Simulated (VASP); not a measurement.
Runs of VASP 6.6.1 on Ge. It takes space group I4_1/amd (No. 141, tetragonal). The conventional cell has a = 5.149 Å, b = 5.149 Å, c = 2.795 Å, α = 90.00°, β = 90.00°, γ = 90.00°. Ge (site symmetry -4m2) has 10 Ge at 2.67 to 3.32 Å within 3.5 Å. 

```tsv
smearing	gap on the mesh (eV)	pressure (GPa)
fermi-dirac 0.25 eV	none	-0.3
fermi-dirac 0.1 eV	none	(a)
fermi-dirac 0.025 eV	none	-0.8
fermi-dirac 0.15 eV	none	-0.6
fermi-dirac 0.05 eV	none	-0.8
```

Alike in all rows: task single point; level PBEsol; potentials or basis VASP PAW PBE potentials, release 64 (Ge_d); no spin polarisation; cell as given; k mesh 10 × 10 × 10; cutoff (eV) 520.

Estimate the missing entries.

(a) -0.7.

Caveats: the PAW data sets were made with another functional, which shifts forces and pressure a little.

A k mesh can miss the band edges, and the runs leave out spin-orbit coupling on Ge.

A gap of «none» marks levels without a gap at the run's occupations.
